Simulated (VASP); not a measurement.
# PbO2 (Fm-3m) in VASP: further runs, part 2 of 2

VASP 6.6.1. Earlier steps stand in the parts before.

### 3 Relaxation of cell and atoms, PBEsol

This run uses another cell than the first one, of 13.15 Å³/atom.

The input, INCAR:

```
SYSTEM = PbO2
ALGO     = Normal         ! electronic algorithm
EDIFF    = 1E-6           ! SCF threshold, eV
EDIFFG   = -0.01          ! ionic threshold
ENCUT    = 600            ! plane-wave cutoff, eV
GGA      = PS             ! functional
IBRION   = 2              ! ionic algorithm
ISIF     = 3              ! what is computed and relaxed
ISMEAR   = -1             ! smearing method
LASPH    = .TRUE.         ! aspherical terms in the spheres
LCHARG   = .FALSE.        ! write CHGCAR
LREAL    = .FALSE.        ! projectors in reciprocal space
LWAVE    = .FALSE.        ! write WAVECAR
NELM     = 60             ! most SCF steps
NSW      = 60             ! ionic steps
PREC     = Accurate       ! precision mode
SIGMA    = 0.05           ! smearing width, eV
```

The input, KPOINTS:

```
k-points
0
G
  9 9 9
  0 0 0
```

The input, POSCAR:

```
PbO2
1.0
    0.0000000000      2.7019920000      2.7019920000
    2.7019920000      0.0000000000      2.7019920000
    2.7019920000      2.7019920000      0.0000000000
Pb O
1 2
Direct
    0.0000000000      0.0000000000      0.0000000000
    0.7500000000      0.7500000000      0.7500000000
    0.2500000000      0.2500000000      0.2500000000
```

Potentials or basis: VASP PAW PBE potentials, release 64 (Pb_d, O).

Run with:

```bash
$ cat potpaw_PBE.64/Pb_d/POTCAR potpaw_PBE.64/O/POTCAR > POTCAR
$ mpirun -np 1 vasp_std > vasp.out
```

OUTCAR:

```text
SYSTEM = PbO2
   EDIFF = 1E-6
   EDIFFG = -0.01
   ENCUT = 600
   GGA = PS
   IBRION = 2
   ISIF = 3
   ISMEAR = -1
   LASPH = .TRUE.
   LREAL = .FALSE.
   NELM = 60
   NSW = 60
   PREC = Accurate

 ion  position               nearest neighbor table
   1  0.000  0.000  0.000-   2 2.34   2 2.34   2 2.34   3 2.34   3 2.34   3 2.34   3 2.34   2 2.34

   2  0.750  0.750  0.750-   1 2.34   1 2.34   1 2.34   1 2.34
   3  0.250  0.250  0.250-   1 2.34   1 2.34   1 2.34   1 2.34

  LATTYP: Found a face centered cubic cell.
 ALAT       =     5.4039840000

  Lattice vectors:

 A1 = (   0.0000000000,   2.7019920000,   2.7019920000)
 A2 = (   2.7019920000,   0.0000000000,   2.7019920000)
 A3 = (   2.7019920000,   2.7019920000,   0.0000000000)

Analysis of symmetry for initial positions (statically):
=====================================================================
 Subroutine PRICEL returns:
 Original cell was already a primitive cell.

 Routine SETGRP: Setting up the symmetry group for a
 face centered cubic supercell.

 Subroutine GETGRP returns: Found 48 space group operations
[... 169 lines left out ...]
------------------------ aborting loop because EDIFF is reached ----------------------------------------

  FORCE on cell =-STRESS in cart. coord.  units (eV):
  Direction    XX          YY          ZZ          XY          YZ          ZX
  --------------------------------------------------------------------------------------
  -------------------------------------------------------------------------------------
  Total       -1.3762953     -1.3762953     -1.3762953      0.0000000     -0.0000000     -0.0000000
  in kB      -55.8907636    -55.8907636    -55.8907636      0.0000000     -0.0000000     -0.0000000
  external PRESSURE =     -55.8907636 kB  Pullay stress =       0.0000000 kB
[... 61 lines left out ...]
--------------------------------------- Ionic step        3  -------------------------------------------

 number of electron      26.0000000 magnetization

 Free energy of the ion-electron system (eV)
  ---------------------------------------------------
  ext. energy  EPLUGINS =         0.00000000
  ---------------------------------------------------
  free energy    TOTEN  =       -16.80329471 eV

  energy without entropy =      -16.79754359  energy(sigma->0) =      -16.80041915

 E-fermi :   5.9970     XC(G=0): -11.6380

 val. band max:        5.9517087675   @ k =  -0.3333   0.4444   0.2222
 cond. band min:       6.6355493937   @ k =  -0.1111   0.1111   0.0000
 fundamental gap:      0.6838406262
 Fermi energy:         5.9969936249

 k-point     1 :       0.0000    0.0000    0.0000
  band No.  band energies     occupation
      1     -12.7973      2.00000
      2      -9.6746      2.00000
      3      -9.6746      2.00000
      4      -9.6746      2.00000
      5      -9.6579      2.00000
      6      -9.3822      2.00000
[... 457 lines left out ...]
      4      -9.3822      2.00000
      5      -9.3822      2.00000
      6      -9.3085      2.00000
[... 9 lines left out ...]
     16      15.6033      0.00000
     17      16.9911      0.00000

 [... further k-points ...]
[... 5 lines left out ...]
  --------------------------------------------------------------------------------------
  -------------------------------------------------------------------------------------
  Total       -0.0045373     -0.0045373     -0.0045373      0.0000000     -0.0000000      0.0000000
  in kB       -0.1917389     -0.1917389     -0.1917389      0.0000000     -0.0000000      0.0000000
  external PRESSURE =      -0.1917389 kB  Pullay stress =       0.0000000 kB
[... 18 lines left out ...]
  FREE ENERGIE OF THE ION-ELECTRON SYSTEM (eV)
  ---------------------------------------------------
  free  energy   TOTEN  =       -16.8032947097 eV

  energy  without entropy=      -16.7975435908  energy(sigma->0) =      -16.80041915

 reached required accuracy - stopping structural energy minimisation
```

CONTCAR:

```text
PbO2
   1.00000000000000
     0.0000000000000000    2.6663802549605657    2.6663802549605657
     2.6663802549605657   -0.0000000000000000    2.6663802549605657
     2.6663802549605657    2.6663802549605657    0.0000000000000000
  Pb              O
     1     2
Direct
     0.0000000000000000    0.0000000000000000    0.0000000000000000
     0.7500000000000000    0.7500000000000000    0.7500000000000000
     0.2500000000000000    0.2500000000000000    0.2500000000000000

  0.00000000E+00  0.00000000E+00  0.00000000E+00
  0.00000000E+00  0.00000000E+00  0.00000000E+00
  0.00000000E+00  0.00000000E+00  0.00000000E+00
```

Run time: 87 s. Hardware: 1 thread of Intel Xeon 8259CL, shared host; peak memory 0.2 GiB.

What came out:

- Free energy: -16.8033 eV
- Relaxed volume: 12.64 Å³/atom
- Relaxed cell: a = 3.771 Å, b = 3.771 Å, c = 3.771 Å, α = 60.00°, β = 60.00°, γ = 60.00°
- Space group after relaxing (to 0.1 Å): Fm-3m (No. 225)
- Energy gained by relaxing: 9.3 meV/atom
- Ionic steps: 3
- Pressure after relaxing: 0.0 GPa
- Band gap on the k mesh: zero (bands 13 and 14 overlap by 1.25 eV)

Step by step:
| step | energy change (eV) | largest force (eV/Å) | pressure (GPa) | volume (Å³) |
| --- | --- | --- | --- | --- |
| 1 | 0.0000 | 0.0000 | -5.59 | 39.45 |
| 2 | -0.0141 | 0.0000 | 4.47 | 36.89 |
| 3 | -0.0280 | 0.0000 | -0.02 | 37.91 |

Final structure:
```
CELL_PARAMETERS angstrom
0.00000 2.66638 2.66638
2.66638 0.00000 2.66638
2.66638 2.66638 0.00000
ATOMIC_POSITIONS crystal
Pb 0.00000 0.00000 0.00000
O 0.75000 0.75000 0.75000
O 0.25000 0.25000 0.25000
```

Levels at points of the mesh, in eV from the Fermi level:
```tsv
k point	band 10	band 11	band 12	band 13	band 14	band 15	band 16	band 17
(0.00, 0.00, 0.00)	-2.05	-2.05	-1.29	-1.29	-1.29	6.96	6.96	6.96
```

Caveat: the PAW data sets were made with another functional, which shifts forces and pressure a little; spin-orbit coupling is left out, which moves the levels of the heavy elements.

### 4 Relaxation of cell and atoms, PBEsol, target pressure 2 GPa, at which the enthalpy is minimised

This run uses another cell than the first one, of 13.15 Å³/atom.

The input, INCAR:

```
ALGO = Normal
EDIFF = 1E-6
EDIFFG = -0.01
ENCUT = 600
GGA = PS
IBRION = 2
ISIF = 3
ISMEAR = -1
LASPH = True
LCHARG = False
LREAL = False
LWAVE = False
NELM = 60
NSW = 60
PREC = Accurate
PSTRESS = 20.0
SIGMA = 0.05
```

The input, KPOINTS:

```
k-points
0
Gamma
  9 9 9
```

POSCAR is that of step 3.

Run with:

```bash
$ cat potpaw_PBE.64/Pb_d/POTCAR potpaw_PBE.64/O/POTCAR > POTCAR
$ mpirun -np 1 vasp_std > vasp.out
```

It took 89 s on 1 thread of Intel Xeon 8259CL, shared host; peak memory 0.2 GiB.

It converged, with:

* Free energy: -16.8005 eV
* Relaxed volume: 12.48 Å³/atom
* Relaxed cell: a = 3.755 Å, b = 3.755 Å, c = 3.755 Å, α = 60.00°, β = 60.00°, γ = 60.00°
* Space group after relaxing (to 0.1 Å): Fm-3m (No. 225)
* Energy change on relaxing (the run minimises the enthalpy): -8.4 meV/atom
* Ionic steps: 3
* Pressure after relaxing: 2.0 GPa
* Band gap on the k mesh: zero (bands 13 and 14 overlap by 1.28 eV)

The path:
| step | energy change (eV) | largest force (eV/Å) | pressure (GPa) | volume (Å³) |
| --- | --- | --- | --- | --- |
| 1 | 0.0000 | 0.0000 | -5.59 | 39.45 |
| 2 | 0.0228 | 0.0000 | 8.95 | 36.00 |
| 3 | -0.0251 | 0.0000 | 1.97 | 37.44 |

Final structure:
```cif
data_structure
_symmetry_space_group_name_H-M 'P 1'
_symmetry_Int_Tables_number 1
_cell_length_a 3.7552
_cell_length_b 3.7552
_cell_length_c 3.7552
_cell_angle_alpha 60.000
_cell_angle_beta 60.000
_cell_angle_gamma 60.000
_cell_volume 37.44
loop_
_atom_site_label
_atom_site_type_symbol
_atom_site_fract_x
_atom_site_fract_y
_atom_site_fract_z
_atom_site_occupancy
Pb1 Pb 0.00000 0.00000 0.00000 1
O1 O 0.75000 0.75000 0.75000 1
O2 O 0.25000 0.25000 0.25000 1
```

Levels at points of the mesh, in eV from the Fermi level:
```csv
k point,band 10,band 11,band 12,band 13,band 14,band 15,band 16,band 17
"(0.00, 0.00, 0.00)",-2.07,-2.07,-1.32,-1.32,-1.32,6.99,6.99,6.99
```

Caveat: the cell is relaxed towards a set pressure, so the run minimises the enthalpy, not the energy; the PAW data sets were made with another functional, which shifts forces and pressure a little; spin-orbit coupling is left out, which moves the levels of the heavy elements.

### 5 Overview

```tsv
task	cell	cutoff (eV)	gap on the mesh (eV)	pressure (GPa)
single point	a = 3.754 Å, angles 60.0°, 3 atoms	520	none	2.3
relaxation of cell and atoms	relaxed from a = 3.821 Å, angles 60.0°, 3 atoms	600	none	0.0
relaxation of cell and atoms	relaxed to 2 GPa from a = 3.821 Å, angles 60.0°, 3 atoms	600	none	2.0
```

Alike in all rows: level PBEsol; potentials or basis VASP PAW PBE potentials, release 64 (Pb_d, O); no spin polarisation; k mesh 9 × 9 × 9; smearing fermi-dirac 0.05 eV.

Caveats: the PAW data sets were made with another functional, which shifts forces and pressure a little; spin-orbit coupling is left out, which moves the levels of the heavy elements; the cell is relaxed towards a set pressure, so the run minimises the enthalpy, not the energy (at least some runs).

Total energies depend on the potentials used, so only differences within one code and one set of settings carry meaning.
